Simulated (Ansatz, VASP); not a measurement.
**One calculation of Si2Sn, two programs**

```
Si Sn
1.0
     0.00000    3.25897    3.25897
     3.25897    0.00000    3.25897
     3.25897    3.25897    0.00000
Si Sn
2 1
Direct
  0.25000 0.25000 0.25000
  0.75000 0.75000 0.75000
  0.00000 0.00000 0.00000
```

Alike in both runs: functional r2SCAN; k mesh 12 × 12 × 12; occupations gaussian, width 0.1 eV; no spin polarisation.

Ansatz relaxed the structure, and its values are those at the end. VASP's run is a single point on that final structure, the one shown.

|  | VASP | Ansatz |
| --- | --- | --- |
| version | VASP 6.6.1 | Ansatz 0.2.0 |
| potentials or method | VASP PAW PBE potentials, release 64 (Si, Sn_d), cutoff 520 eV | scalar-relativistic, plane waves, PAW |
| valence electrons in the cell | 22 | 22 |

```tsv
	VASP	Ansatz	Ansatz less VASP
gap on the k mesh at the Fermi level (eV)	none	none	-
pressure (GPa)	0.0	0.0	+0.01
```

VASP's potentials were made for PBE, not for r2SCAN. A gap of «none» marks a metal or a gap that the smearing closes. The functional is the same, so the differences come from potentials, cutoffs and numerics.
